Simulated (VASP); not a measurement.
# PtS2 (P4_2/mmc) in VASP: notebook

PtS2 is run at these levels: PBE; tasks: single point, relaxation of cell and atoms.

Everything below comes from runs of VASP 6.6.1. Logs are shortened: lines on timing, memory, paths and dates and some standing lists are left out, and cuts for length are marked.

## Step 1: The cell of the first run

Symmetry: P4_2/mmc, No. 131, tetragonal system. The conventional cell has a = 3.882 Å, b = 3.882 Å, c = 8.765 Å, α = 90.00°, β = 90.00°, γ = 90.00°. Within 2.8 Å of Pt (site symmetry mmm) lie 4 S at 2.15 Å. S (site symmetry 2mm) has 1 S at 1.86 Å and 2 Pt at 2.15 Å within 2.5 Å.

## Step 2: Single point, PBE

INCAR reads:

```
PREC = Accurate
ENCUT = 520
EDIFF = 1E-6
ISMEAR = 0
SIGMA = 0.1
LREAL = False
LASPH = True
NELM = 100
ALGO = Normal
ISIF = 2
LWAVE = False
LCHARG = False
GGA = PE
NBANDS = 31
```

KPOINTS reads:

```
Automatic mesh
0
Gamma
  4 4 2
```

POSCAR reads:

```
PtS2
1.0
    3.8815511900      0.0000000000      0.0000000000
    0.0000000000      3.8815511900      0.0000000000
    0.0000000000      0.0000000000      8.7645526500
Pt S
2 4
Direct
    0.5000000000      0.0000000000      0.0000000000
    0.0000000000      0.5000000000      0.5000000000
    0.5000000000      0.5000000000      0.8938480700
    0.5000000000      0.5000000000      0.6061519300
    0.5000000000      0.5000000000      0.1061519300
    0.5000000000      0.5000000000      0.3938480700
```

Potentials or basis: VASP PAW PBE potentials, release 64 (Pt, S).

Launch:

```sh
$ cat potpaw_PBE.64/Pt/POTCAR potpaw_PBE.64/S/POTCAR > POTCAR
$ mpirun -np 1 vasp_std > vasp.out
```

OUTCAR:

```text
PREC = Accurate
   ENCUT = 520
   EDIFF = 1E-6
   ISMEAR = 0
   LREAL = False
   LASPH = True
   NELM = 100
   ISIF = 2
   GGA = PE

 ion  position               nearest neighbor table
   1  0.500  0.000  0.000-   3 2.15   5 2.15   3 2.15   5 2.15
   2  0.000  0.500  0.500-   4 2.15   6 2.15   4 2.15   6 2.15
   3  0.500  0.500  0.894-   5 1.86   1 2.15   1 2.15   4 2.52
   4  0.500  0.500  0.606-   6 1.86   2 2.15   2 2.15   3 2.52
   5  0.500  0.500  0.106-   3 1.86   1 2.15   1 2.15   6 2.52
   6  0.500  0.500  0.394-   4 1.86   2 2.15   2 2.15   5 2.52

  LATTYP: Found a simple tetragonal cell.
 ALAT       =     3.8815511900
 C/A-ratio  =     2.2580025925

  Lattice vectors:

 A1 = (   3.8815511900,   0.0000000000,   0.0000000000)
 A2 = (   0.0000000000,   3.8815511900,   0.0000000000)
 A3 = (   0.0000000000,   0.0000000000,   8.7645526500)

Analysis of symmetry for initial positions (statically):
=====================================================================
 Subroutine PRICEL returns:
 Original cell was already a primitive cell.

 Routine SETGRP: Setting up the symmetry group for a
 simple tetragonal supercell.

 Subroutine GETGRP returns: Found 16 space group operations
 (whereof  8 operations were pure point group operations)
 out of a pool of 16 trial point group operations.

The static configuration has the point symmetry D_2h.
 The point group associated with its full space group is D_4h.

Analysis of symmetry for dynamics (positions and initial velocities):
=====================================================================
 Subroutine PRICEL returns:
 Original cell was already a primitive cell.

 Routine SETGRP: Setting up the symmetry group for a
 simple tetragonal supercell.

 Subroutine GETGRP returns: Found 16 space group operations
 (whereof  8 operations were pure point group operations)
 out of a pool of 16 trial point group operations.

The dynamic configuration has the point symmetry D_2h.
 The point group associated with its full space group is D_4h.

 Subroutine INISYM returns: Found 16 space group operations
 (whereof  8 operations are pure point group operations),
 and found     1 'primitive' translations

----------------------------------------------------------------------------------------

                                     Primitive cell

  volume of cell :     132.0506

  direct lattice vectors                    reciprocal lattice vectors
     3.881551190  0.000000000  0.000000000     0.257628961  0.000000000  0.000000000
     0.000000000  3.881551190  0.000000000     0.000000000  0.257628961  0.000000000
     0.000000000  0.000000000  8.764552650     0.000000000  0.000000000  0.114095954

  length of vectors
     3.881551190  3.881551190  8.764552650     0.257628961  0.257628961  0.114095954

  position of ions in fractional coordinates (direct lattice)
     0.500000000  0.000000000  0.000000000
     0.000000000  0.500000000  0.500000000
     0.500000000  0.500000000  0.893848070
     0.500000000  0.500000000  0.606151930
     0.500000000  0.500000000  0.106151930
     0.500000000  0.500000000  0.393848070

  ion indices of the primitive-cell ions
   primitive index   ion index
                 1           1
                 2           2
                 3           3
                 4           4
                 5           5
                 6           6

----------------------------------------------------------------------------------------

 KPOINTS: Automatic mesh

Automatic generation of k-mesh.
 Grid dimensions read from file:
 generate k-points for:    4    4    2

 Generating k-lattice:

  Cartesian coordinates                     Fractional coordinates (reciprocal lattice)
     0.064407240  0.000000000  0.000000000     0.250000000  0.000000000  0.000000000
     0.000000000  0.064407240  0.000000000     0.000000000  0.250000000  0.000000000
     0.000000000  0.000000000  0.057047977     0.000000000  0.000000000  0.500000000

  Length of vectors
     0.064407240  0.064407240  0.057047977

  Shift w.r.t. Gamma in fractional coordinates (k-lattice)
     0.000000000  0.000000000  0.000000000

 Subroutine IBZKPT returns following result:
 ===========================================

 Found     12 irreducible k-points:

 Following reciprocal coordinates:
            Coordinates               Weight
  0.000000  0.000000  0.000000      1.000000
  0.250000  0.000000  0.000000      4.000000
  0.500000  0.000000  0.000000      2.000000
  0.250000  0.250000  0.000000      4.000000
  0.500000  0.250000  0.000000      4.000000
  0.500000  0.500000  0.000000      1.000000
  0.000000  0.000000  0.500000      1.000000
  0.250000  0.000000  0.500000      4.000000
  0.500000  0.000000  0.500000      2.000000
  0.250000  0.250000  0.500000      4.000000
  0.500000  0.250000  0.500000      4.000000
  0.500000  0.500000  0.500000      1.000000
   k-points           NKPTS =     12   k-points in BZ     NKDIM =     12   number of bands    NBANDS=     31
   number of dos      NEDOS =    301   number of ions     NIONS =      6
   total plane-waves  NPLWV =  63000
   dimension x,y,z NGX =    30 NGY =   30 NGZ =   70
   dimension x,y,z NGXF=    60 NGYF=   60 NGZF=  140
   ions per type =               2   4
   NGX,Y,Z   is equivalent  to a cutoff of  12.85, 12.85, 13.28 a.u.
   NGXF,Y,Z  is equivalent  to a cutoff of  25.70, 25.70, 26.56 a.u.
 SYSTEM =  unknown system
   PREC   = accura    normal or accurate (medium, high low for compatibility)
   ISTART =      0    job   : 0-new  1-cont  2-samecut
   ICHARG =      2    charge: 1-file 2-atom 10-const
   ISPIN  =      1    spin polarized calculation?
   LNONCOLLINEAR =      F non collinear calculations
   LSORBIT =      F    spin-orbit coupling
   LASPH  =      T    aspherical Exc in radial PAW
   ENCUT  =  520.0 eV  38.22 Ry    6.18 a.u.   7.22  7.22 16.30*2*pi/ulx,y,z
   NELM   =    100;   NELMIN=  2; NELMDL= -5     # of ELM steps
   EDIFF  = 0.1E-05   stopping-criterion for ELM
   LREAL  =      F    real-space projection
   EDIFFG = 0.1E-04   stopping-criterion for IOM
   NSW    =      0    number of steps for IOM
   IBRION =     -1    ionic relax: 0-MD 1-quasi-New 2-CG
   NFREE  =      0    steps in history (QN), initial steepest desc. (CG)
   ISIF   =      2    stress and relaxation
   ISYM   =      2    0-nonsym 1-usesym 2-fastsym
   POTIM  = 0.5000    time-step for ionic-motion
   TEBEG  =    0.0;   TEEND  =   0.0 temperature during run
   PSTRESS=    0.0 pullay stress
   NELECT =      44.0000    total number of electrons
   NUPDOWN=      -1.0000    fix difference up-down
   EMIN   =  10.00;   EMAX   =-10.00  energy-range for DOS
   EFERMI =   0.00;   METHOD = LEGACY
   ISMEAR =     0;   SIGMA  =   0.10  broadening in eV -4-tet -1-fermi 0-gaus
   EFERMI_NEDOS =   21; number of points for ismear=-14 and -15
   IALGO  =     38    algorithm
   IMIX   =      4    mixing-type and parameters
     AMIX     =   0.40;   BMIX     =  1.00
     AMIX_MAG =   1.60;   BMIX_MAG =  1.00
  volume/ion in A,a.u.               =      22.01       148.52
  Fermi-wavevector in a.u.,A,eV,Ry     =   1.134956  2.144755 17.525998  1.288125
  Thomas-Fermi vector in A             =   2.271660
   LORBIT       =      0    0 simple, 1 ext, 2 COOP (PROOUT), +10 PAW based schemes
   GGA     = PE    functional components
   LHFCALC =     F    Hartree Fock is set to
   AEXX    =    0.0000 exact exchange contribution
   IVDW    =     0    specifies the selected vdW correction
   LEPSILON=     F    determine dielectric tensor
   LRPA    =     F    only Hartree local field effects (RPA)
 non-spin polarized calculation
 Gauss-broadening in eV      SIGMA  =   0.10
  energy-cutoff  :      520.00
  volume of cell :      132.05
 maximum number of plane-waves:      3578
 NGX is ok and might be reduce to    30
   NGX = 15   NGY = 15   NGZ = 33

 number of electron      43.9999996 magnetization

 Free energy of the ion-electron system (eV)
  ---------------------------------------------------
  ext. energy  EPLUGINS =         0.00000000
  ---------------------------------------------------
  free energy    TOTEN  =       -22.65870917 eV

  energy without entropy =      -22.63338385  energy(sigma->0) =      -22.64604651

 E-fermi :   5.0268     XC(G=0):  -9.2405

 val. band max:        5.0164792260   @ k =   0.2500   0.0000   0.0000
 cond. band min:       5.0625499275   @ k =   0.2500   0.0000   0.5000
 fundamental gap:      0.0460707015
 Fermi energy:         5.0268296983

 k-point     1 :       0.0000    0.0000    0.0000
  band No.  band energies     occupation
      1     -14.4258      2.00000
      2     -14.1555      2.00000
      3      -8.0495      2.00000
      4      -5.5529      2.00000
      5      -4.2248      2.00000
      6      -2.8489      2.00000
[... 23 lines left out ...]
     30      11.0975      0.00000
     31      11.4807      0.00000

 k-point     2 :       0.2500    0.0000    0.0000
  band No.  band energies     occupation
      1     -14.2846      2.00000
      2     -13.6744      2.00000
      3      -8.2136      2.00000
      4      -5.9298      2.00000
      5      -4.1052      2.00000
      6      -3.3736      2.00000
[... 23 lines left out ...]
     30      10.7646      0.00000
     31      11.6820      0.00000

 k-point     3 :       0.5000    0.0000    0.0000
  band No.  band energies     occupation
      1     -14.2264      2.00000
      2     -12.9370      2.00000
      3      -8.3933      2.00000
      4      -6.0829      2.00000
      5      -5.5319      2.00000
      6      -3.7103      2.00000
[... 295 lines left out ...]
     30      11.5531      0.00000
     31      11.6180      0.00000

 k-point    12 :       0.5000    0.5000    0.5000
  band No.  band energies     occupation
      1     -12.8732      2.00000
      2     -12.8732      2.00000
      3      -7.8164      2.00000
      4      -7.8164      2.00000
      5      -5.4582      2.00000
      6      -5.4582      2.00000
[... 23 lines left out ...]
     30      12.1583      0.00000
     31      13.2623      0.00000

------------------------ aborting loop because EDIFF is reached ----------------------------------------

  FORCE on cell =-STRESS in cart. coord.  units (eV):
  Direction    XX          YY          ZZ          XY          YZ          ZX
  --------------------------------------------------------------------------------------
  -------------------------------------------------------------------------------------
  Total       19.4522111     19.4522111     41.5210015      0.0000000      0.0000000      0.0000000
  in kB      236.0147607    236.0147607    503.7766246      0.0000000      0.0000000      0.0000000
  external PRESSURE =     325.2687154 kB  Pullay stress =       0.0000000 kB

 VOLUME and BASIS-vectors are now :
 -----------------------------------------------------------------------------
  energy-cutoff  :      520.00
  volume of cell :      132.05
      direct lattice vectors                 reciprocal lattice vectors
     3.881551190  0.000000000  0.000000000     0.257628961  0.000000000  0.000000000
     0.000000000  3.881551190  0.000000000     0.000000000  0.257628961  0.000000000
     0.000000000  0.000000000  8.764552650     0.000000000  0.000000000  0.114095954

 POSITION                                       TOTAL-FORCE (eV/Angst)
 -----------------------------------------------------------------------------------
      1.94078      0.00000      0.00000         0.000000      0.000000      0.000000
      0.00000      1.94078      4.38228         0.000000      0.000000      0.000000
      1.94078      1.94078      7.83418        -0.000000     -0.000000     -8.628569
      1.94078      1.94078      5.31265         0.000000      0.000000      8.628569
      1.94078      1.94078      0.93037         0.000000      0.000000      8.628569
      1.94078      1.94078      3.45190         0.000000      0.000000     -8.628569
 -----------------------------------------------------------------------------------
    total drift:                                0.000000      0.000000      0.000000

  FREE ENERGIE OF THE ION-ELECTRON SYSTEM (eV)
  ---------------------------------------------------
  free  energy   TOTEN  =       -22.6587091749 eV

  energy  without entropy=      -22.6333838539  energy(sigma->0) =      -22.64604651
```

Run time: 37 s. Hardware: 1 thread of Intel Xeon 6975P-C (Granite Rapids), shared host; peak memory 0.25 GiB.

What came out:

* Free energy: -22.6587 eV
* Pressure: 32.5 GPa
* Largest force: 8.629 eV/Å
* Band gap on the k mesh: zero (band 22 reaches 5.66 eV, above the bottom of band 23 at 4.55 eV)

Forces in eV/Å, atoms in the order of the input:
```
Pt   0.000  0.000  0.000
Pt   0.000  0.000  0.000
S    0.000  0.000 -8.629
S    0.000  0.000  8.629
S    0.000  0.000  8.629
S    0.000  0.000 -8.629
```

Levels at points of the mesh, in eV from the Fermi level:
| k point | band 18 | band 19 | band 20 | band 21 | band 22 | band 23 | band 24 | band 25 | band 26 | band 27 |
| --- | --- | --- | --- | --- | --- | --- | --- | --- | --- | --- |
| (0.00, 0.00, 0.00) | -3.49 | -2.24 | -0.52 | 0.58 | 0.58 | 0.98 | 1.24 | 1.64 | 4.05 | 4.85 |
| (0.50, 0.00, 0.00) | -2.94 | -2.38 | -1.03 | -0.70 | -0.02 | 0.11 | 2.32 | 2.60 | 4.84 | 4.91 |
| (0.50, 0.50, 0.00) | -1.87 | -1.69 | -1.69 | -1.27 | -1.27 | -0.47 | -0.47 | 1.25 | 2.16 | 4.10 |
| (0.00, 0.00, 0.50) | -3.49 | -1.85 | -1.85 | 0.63 | 0.63 | 1.34 | 1.34 | 4.29 | 4.29 | 4.35 |
| (0.50, 0.00, 0.50) | -2.94 | -2.33 | -1.03 | -0.65 | -0.05 | -0.04 | 2.31 | 3.56 | 4.63 | 4.90 |
| (0.50, 0.50, 0.50) | -2.22 | -1.83 | -1.83 | -1.42 | -1.42 | -0.41 | -0.41 | 1.66 | 1.66 | 5.72 |

Caveat: the k points lie up to 0.40 Å⁻¹ apart; spin-orbit coupling is left out, which moves the levels of the heavy elements; forces of over 1 eV/Å act on the atoms, so gaps and moduli don't describe the material at rest.

## Step 3: Single point, PBE

This run uses another cell than the first one, of 22.62 Å³/atom, 1.028 times its volume.

INCAR reads:

```
SYSTEM = PtS2
PREC = Accurate
ENCUT = 520
EDIFF = 1E-6
ISMEAR = 0
SIGMA = 0.1
LREAL = .False.
LASPH = .True.
NELM = 80
ALGO = Normal
ISIF = 2
LWAVE = .False.
LCHARG = .True.
GGA = PE
LELF = .True.
LVHAR = .True.
NBANDS = 31
```

KPOINTS reads:

```
Automatic mesh
0
Gamma
  4 4 2
  0 0 0
```

POSCAR reads:

```
PtS2
1.0
    3.7441605461      0.0000000000      0.0000000000
    0.0000000000      3.7441605461      0.0000000000
    0.0000000000      0.0000000000      9.6807584466
Pt S
2 4
Direct
    0.5000000000      0.0000000000      0.0000000000
    0.0000000000      0.5000000000      0.5000000000
    0.5000000000      0.5000000000      0.8543408399
    0.5000000000      0.5000000000      0.6456591601
    0.5000000000      0.5000000000      0.1456591601
    0.5000000000      0.5000000000      0.3543408399
```

Potentials or basis: VASP PAW PBE potentials, release 64 (Pt, S).

Launch:

```sh
$ cat potpaw_PBE.64/Pt/POTCAR potpaw_PBE.64/S/POTCAR > POTCAR
$ mpirun -np 1 vasp_std > vasp.out
```

OUTCAR:

```text
SYSTEM = PtS2
   PREC = Accurate
   ENCUT = 520
   EDIFF = 1E-6
   ISMEAR = 0
   LREAL = .False.
   LASPH = .True.
   NELM = 80
   ISIF = 2
   GGA = PE

 ion  position               nearest neighbor table
   1  0.500  0.000  0.000-   3 2.34   5 2.34   3 2.34   5 2.34
   2  0.000  0.500  0.500-   4 2.34   6 2.34   4 2.34   6 2.34
   3  0.500  0.500  0.854-   4 2.02   1 2.34   1 2.34
   4  0.500  0.500  0.646-   3 2.02   2 2.34   2 2.34
   5  0.500  0.500  0.146-   6 2.02   1 2.34   1 2.34
   6  0.500  0.500  0.354-   5 2.02   2 2.34   2 2.34
[... 603 lines left out ...]
  -------------------------------------------------------------------------------------
  Total       -0.0389288     -0.0389288     -0.3556253      0.0000000      0.0000000      0.0000000
  in kB       -0.4595829     -0.4595829     -4.1984110      0.0000000      0.0000000      0.0000000
  external PRESSURE =      -1.7058589 kB  Pullay stress =       0.0000000 kB

 VOLUME and BASIS-vectors are now :
 -----------------------------------------------------------------------------
  energy-cutoff  :      520.00
  volume of cell :      135.71
      direct lattice vectors                 reciprocal lattice vectors
     3.744160546  0.000000000  0.000000000     0.267082564  0.000000000  0.000000000
     0.000000000  3.744160546  0.000000000     0.000000000  0.267082564  0.000000000
     0.000000000  0.000000000  9.680758447     0.000000000  0.000000000  0.103297692

 POSITION                                       TOTAL-FORCE (eV/Angst)
 -----------------------------------------------------------------------------------
      1.87208      0.00000      0.00000         0.000000     -0.000000      0.000000
      0.00000      1.87208      4.84038         0.000000     -0.000000      0.000000
      1.87208      1.87208      8.27067         0.000000     -0.000000     -0.082151
      1.87208      1.87208      6.25047         0.000000     -0.000000      0.082151
      1.87208      1.87208      1.41009         0.000000     -0.000000      0.082151
      1.87208      1.87208      3.43029         0.000000      0.000000     -0.082151
 -----------------------------------------------------------------------------------
    total drift:                                0.000000      0.000000     -0.000000

  FREE ENERGIE OF THE ION-ELECTRON SYSTEM (eV)
  ---------------------------------------------------
  free  energy   TOTEN  =       -28.4887789601 eV

  energy  without entropy=      -28.4637337632  energy(sigma->0) =      -28.47625636
```

OSZICAR:

```text
N       E                     dE             d eps       ncg     rms          rms(c)
DAV:   1     0.261214742023E+03    0.26121E+03   -0.20195E+04   744   0.126E+03
DAV:   2    -0.125046721780E+02   -0.27372E+03   -0.26108E+03   914   0.246E+02
DAV:   3    -0.293389651678E+02   -0.16834E+02   -0.16542E+02   952   0.629E+01
DAV:   4    -0.296388054358E+02   -0.29984E+00   -0.29932E+00   886   0.934E+00
DAV:   5    -0.296459911263E+02   -0.71857E-02   -0.71849E-02   963   0.145E+00    0.249E+01
DAV:   6    -0.287372366141E+02    0.90875E+00   -0.48674E+00   801   0.155E+01    0.163E+01
DAV:   7    -0.286442130925E+02    0.93024E-01   -0.20221E+00   787   0.112E+01    0.626E+00
DAV:   8    -0.284886804586E+02    0.15553E+00   -0.28540E-01   793   0.434E+00    0.640E-01
DAV:   9    -0.284887527104E+02   -0.72252E-04   -0.39744E-02   899   0.104E+00    0.374E-01
DAV:  10    -0.284885982675E+02    0.15444E-03   -0.21092E-03   872   0.276E-01    0.270E-01
DAV:  11    -0.284888073570E+02   -0.20909E-03   -0.40361E-04   852   0.113E-01    0.155E-01
DAV:  12    -0.284887632867E+02    0.44070E-04   -0.17592E-04   815   0.984E-02    0.640E-02
DAV:  13    -0.284887791439E+02   -0.15857E-04   -0.80647E-05   809   0.497E-02    0.334E-02
DAV:  14    -0.284887789601E+02    0.18382E-06   -0.24014E-06   712   0.908E-03
   1 F= -.28488779E+02 E0= -.28476256E+02  d E =-.250452E-01
```

stdout:

```text
POSCAR found type information on POSCAR PtS
 POSCAR found :  2 types and       6 ions
 scaLAPACK will be used
 LDA part: xc-table for (Slater+PW92), standard interpolation
 POSCAR, INCAR and KPOINTS ok, starting setup
 FFT: planning ... GRIDC
 FFT: planning ... GRID_SOFT
 FFT: planning ... GRID
 WAVECAR not read
 entering main loop
```

Wall time 31 s (1 thread of Intel Xeon 6975P-C (Granite Rapids), shared host); peak memory 0.23 GiB.

What came out:

```
Free energy            : -28.4888 eV
Pressure               : -0.2 GPa
Largest force          : 0.082 eV/Å
Band gap on the k mesh : zero (band 22 reaches 4.68 eV, above the bottom of band 23 at 3.97 eV)
```

Forces on the atoms (eV/Å):
```
Pt   0.000  0.000  0.000
Pt   0.000  0.000  0.000
S    0.000  0.000 -0.082
S    0.000  0.000  0.082
S    0.000  0.000  0.082
S    0.000  0.000 -0.082
```

Caveat: the k points lie up to 0.42 Å⁻¹ apart; spin-orbit coupling is left out, which moves the levels of the heavy elements.

(Part 1 of 2 ends here.)
